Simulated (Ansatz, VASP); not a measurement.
# MgO in VASP and in Ansatz

```
Mg O
1.0
     0.00000    2.13515    2.13515
     2.13515    0.00000    2.13515
     2.13515    2.13515    0.00000
Mg O
1 1
Direct
  0.00000 0.00000 0.00000
  0.21899 0.50000 0.50000
```

Alike in both runs: task single point; functional PBEsol; k mesh 10 × 10 × 10; occupations gaussian, width 0.05 eV; no spin polarisation.

|  | VASP | Ansatz |
| --- | --- | --- |
| version | VASP 6.6.1 | Ansatz 0.2.0 |
| potentials or method | VASP PAW PBE potentials, release 64 (Mg, O), cutoff 520 eV | scalar-relativistic, plane waves, PAW |
| valence electrons in the cell | 8 | 16 |

```tsv
	VASP	Ansatz	Ansatz less VASP
gap on the k mesh at the Fermi level (eV)	3.75	3.74	-0.014
least direct gap on the mesh (eV)	3.83	3.82	-0.011
rms of the force components (eV/Å)	3.398	3.268	-0.1293
```

VASP's potentials were made for PBE, not for PBEsol. Atom by atom the forces differ by 0.129 eV/Å (rms over components). VASP's potentials hold 8 valence electrons a cell and Ansatz's 16, so a difference there can come from the potentials and not from the codes.
